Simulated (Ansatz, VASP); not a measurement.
## PtS2: VASP beside Ansatz

INCAR

```
  ALGO = Normal
  EDIFF = 1E-6
  ENCUT = 520
  GGA = PE
  ISIF = 2
  ISMEAR = 0
  LASPH = True
  LCHARG = False
  LREAL = False
  LWAVE = False
  NBANDS = 18
  NELM = 80
  PREC = Accurate
  SIGMA = 0.05
```

The input KPOINTS:

```
k-points
0
Gamma
  12 12 8
```

POSCAR

```
PtS2
1.0
    3.5431994758      0.0000000000      0.0000000000
   -1.7715997379      3.0685007567      0.0000000000
    0.0000000000      0.0000000000      5.0388000000
Pt S
1 2
Direct
    0.0000000000      0.0000000000      0.0000000000
    0.3659225383      0.7318450765      0.2500000000
    0.6666666667      0.3333333333      0.7500000000
```

Input for Ansatz:

```yaml
crystal:
  lattice:
    - [3.5431994758, 0.0, 0.0]
    - [-1.7715997379, 3.0685007567, 0.0]
    - [0.0, 0.0, 5.0388]
  atoms:
    - { symbol: Pt, position: [0.0, 0.0, 0.0] }
    - { symbol: S, position: [0.3659225383, 0.7318450765, 0.25] }
    - { symbol: S, position: [0.6666666667, 0.3333333333, 0.75] }
basis:
  ecutwfc: 420
kpoints:
  mp_grid: { grid: [12, 12, 8] }
hamiltonian:
  xc: pbe
scf:
  occupations: { method: gaussian, width: 0.05 }
output:
  forces: true
  stress: true
  eigenvalues: true
```

Alike in both runs: task single point; functional PBE; k mesh 12 × 12 × 8; occupations gaussian, width 0.05 eV; no spin polarisation.

```csv
,VASP,Ansatz
version,VASP 6.6.1,Ansatz 0.2.0
potentials or method,"VASP PAW PBE potentials, release 64 (Pt, S), cutoff 520 eV","scalar-relativistic, plane waves, PAW"
valence electrons in the cell,22,30
```

Ansatz gave:

```
gap on the k mesh at the Fermi level (eV)                     : 0.39
least direct gap on the mesh (eV)                             : 0.52
pressure (GPa)                                                : 3.7
traceless stress, the component that is largest in VASP (GPa) : -4.97
rms of the force components (eV/Å)                            : 0.675
```

Q: Which values does VASP return?

A: gap on the k mesh at the Fermi level (eV): 0.39; least direct gap on the mesh (eV): 0.52; pressure (GPa): 3.3; traceless stress, the component that is largest in VASP (GPa): -4.93; rms of the force components (eV/Å): 0.673.

Atom by atom the forces differ by 0.020 eV/Å (rms over components). VASP's potentials hold 22 valence electrons a cell and Ansatz's 30, so a difference there can come from the potentials and not from the codes.

Spin-orbit coupling is off throughout.
